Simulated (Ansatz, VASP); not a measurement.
WSe2: VASP beside Ansatz

```
W Se
1.0
     3.46388    0.00000    0.00000
    -1.73194    2.87063    0.00000
     0.00000    0.00000   24.08179
W Se
2 4
Direct
  0.66667 0.33333 0.14239
  0.33333 0.66667 0.85761
  0.33333 0.66667 0.21135
  0.66667 0.33333 0.92662
  0.33333 0.66667 0.07338
  0.66667 0.33333 0.78865
```

Change from the starting cell: strain +0.0450 x Voigt [1, 0, 0, 0, 0, 0], atoms carried along.

Alike in both runs: task single point; functional r2SCAN; k mesh 12 × 12 × 2; occupations gaussian, width 0.05 eV; no spin polarisation.

|  | VASP | Ansatz |
| --- | --- | --- |
| version | VASP 6.6.1 | Ansatz 0.2.0 |
| potentials or method | VASP PAW PBE potentials, release 64 (W_sv, Se), cutoff 550 eV | scalar-relativistic, plane waves, PAW |
| valence electrons in the cell | 52 | 92 |

Ansatz gave:

* gap on the k mesh at the Fermi level (eV): 1.27
* least direct gap on the mesh (eV): 1.40
* rms of the force components (eV/Å): 0.230

**Question.** Which values does VASP return?

**Answer.** gap on the k mesh at the Fermi level (eV): 1.26; least direct gap on the mesh (eV): 1.40; rms of the force components (eV/Å): 0.215.

VASP's potentials were made for PBE, not for r2SCAN. Atom by atom the forces differ by 0.017 eV/Å (rms over components). VASP's potentials hold 52 valence electrons a cell and Ansatz's 92, so a difference there can come from the potentials and not from the codes.

Neither program's run includes spin-orbit coupling.
